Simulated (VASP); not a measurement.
A run of VASP 6.6.1:

INCAR

```
SYSTEM = As2Se
PREC = Accurate
ENCUT = 500
EDIFF = 1E-6
ISMEAR = 0
SIGMA = 0.2
LREAL = .FALSE.
LASPH = .TRUE.
NELM = 120
ALGO = Normal
ISIF = 2
LWAVE = .FALSE.
LCHARG = .FALSE.
GGA = PE
NBANDS = 15
GGA_COMPAT = .FALSE.
```

File KPOINTS:

```
regular mesh
0
G
  5 5 6
  0 0 0
```

POSCAR

```
As2Se
1.0
    4.5717465172      0.0000000000      0.0000000000
   -2.2858732586      3.9592486235      0.0000000000
    0.0000000000      0.0000000000      3.4159612784
As Se
2 1
Direct
    0.3333333333      0.6666666667      0.5000000000
    0.6666666667      0.3333333333      0.5000000000
    0.0000000000      0.0000000000      0.0000000000
```

Potentials or basis: VASP PAW PBE potentials, release 64 (As, Se).

Launch:

```sh
$ cat potpaw_PBE.64/As/POTCAR potpaw_PBE.64/Se/POTCAR > POTCAR
$ mpirun -np 1 vasp_std > vasp.out
```

Hardware: 1 thread of Intel Xeon 8259CL, with other jobs on the host.

Q: How long does it take, and how much memory?

A: Wall time 34 s on 1 thread of Intel Xeon 8259CL, on a shared host, peak memory 0.19 GiB. Counts: scf iterations 11, k points 20.
